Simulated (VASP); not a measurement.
Crystal: Ga3Sb2As.

```xyz
12
Lattice="4.0251 0.0000 0.0000 -2.0126 3.4859 0.0000 0.0000 0.0000 19.9143" Properties=species:S:1:pos:R:3 pbc="T T T"
Ga    0.0000    2.3239    6.6380
Ga    0.0000    2.3239   13.2761
Ga    0.0000    2.3239   19.9142
Ga    2.0126    1.1620    3.3189
Ga    2.0126    1.1620    9.9571
Ga    2.0126    1.1620   16.5952
Sb    0.0000    2.3239    2.4828
Sb    0.0000    2.3239   15.7590
Sb    2.0126    1.1620    5.8018
Sb    2.0126    1.1620   12.4399
As    0.0000    2.3239    9.1209
As    2.0126    1.1620   19.0780
```

| Quantity | Value |
| --- | --- |
| Program | VASP 6.6.1 |
| Task | relaxation of cell and atoms |
| Functional | PBE |
| Potentials or basis | VASP PAW PBE potentials, release 64 (Ga_d, Sb, As) |
| Cutoff | 600 eV |
| k mesh | 6 × 6 × 1 |
| Occupations | gaussian, width 0.1 eV |
| Spin | no spin polarisation |

At the start: pressure 14.2 GPa; volume 23.28 Å³/atom.

Task: Where does the relaxation end?

Result: Over 10 steps the energy falls by 202.5 meV/atom and the volume is 27.94 Å³/atom (+20.0 %); space group P6_3mc (No. 186, to 0.1 Å) before and after.

The path:
```csv
step,energy change (eV),largest force (eV/Å),pressure (GPa),volume (Å³)
1,0.0000,1.4661,14.20,279.42
2,-1.9018,0.2986,-3.77,371.47
3,-2.3128,0.5198,-0.20,338.19
4,-2.3125,0.5085,-0.35,339.44
5,-2.3646,0.3570,-0.28,338.34
6,-2.4186,0.2416,0.04,335.36
7,-2.4194,0.2401,0.06,335.67
8,-2.4297,0.0878,-0.06,336.02
9,-2.4301,0.0499,-0.07,336.11
10,-2.4304,0.0279,0.05,335.23
```

Final structure:
```xyz
12
Lattice="4.2819 0.0000 0.0000 -2.1409 3.7082 0.0000 0.0000 0.0000 21.1130" Properties=species:S:1:pos:R:3 pbc="T T T"
Ga    0.0000    2.4721    7.1727
Ga    0.0000    2.4721   14.0832
Ga    0.0000    2.4721   20.9750
Ga    2.1409    1.2361    3.5267
Ga    2.1409    1.2361   10.4185
Ga    2.1409    1.2361   17.7292
Sb    0.0000    2.4721    2.5660
Sb    0.0000    2.4721   16.7636
Sb    2.1409    1.2361    6.2071
Sb    2.1409    1.2361   13.1225
As    0.0000    2.4721    9.6747
As    2.1409    1.2361   20.2312
```

Caveat: the volume moved by over 15 % at a fixed basis, so the end points are rough.
